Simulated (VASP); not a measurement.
AsP2, 6 atoms in the cell. Symmetry: P6_3/mmc, No. 194, hexagonal system. The conventional cell has a = 3.868 Å, b = 3.868 Å, c = 9.508 Å, α = 90.00°, β = 90.00°, γ = 120.00°. P (site symmetry 3m) has 1 P at 2.08 Å and 3 As at 2.60 Å within 2.8 Å. Within 3.4 Å of As (site symmetry -3m) lie 6 P at 2.60 Å. The cell was generated, and may not be a known phase.

| Item | Value |
| --- | --- |
| Program | VASP 6.6.1 |
| Task | relaxation of cell and atoms |
| Functional | PBE |
| Potentials or basis | VASP PAW PBE potentials, release 64 (P, As) |
| Cutoff | 600 eV |
| k mesh | 12 × 12 × 4 |
| Occupations | gaussian, width 0.1 eV |
| Spin | no spin polarisation |
| Dipole correction | no |
| Further INCAR settings | ALGO = Fast; EDIFF = 1e-06; IBRION = 2; EDIFFG = -0.01; NSW = 100; ISIF = 3 |

Potentials or basis: VASP PAW PBE potentials, release 64 (P, As).

Command:

```console
$ cat potpaw_PBE.64/P/POTCAR potpaw_PBE.64/As/POTCAR > POTCAR
$ mpirun -np 1 vasp_std > vasp.out
```

Hardware: 1 thread of Oxide Virtual Turin-like Processor, on a shared host.

Question: Estimate the wall time of this run.

Answer: It took 15 min on 1 thread of Oxide Virtual Turin-like Processor, with other jobs on the host, peak memory 0.35 GiB. Counts: scf iterations 68, k points 57, ion steps 9.
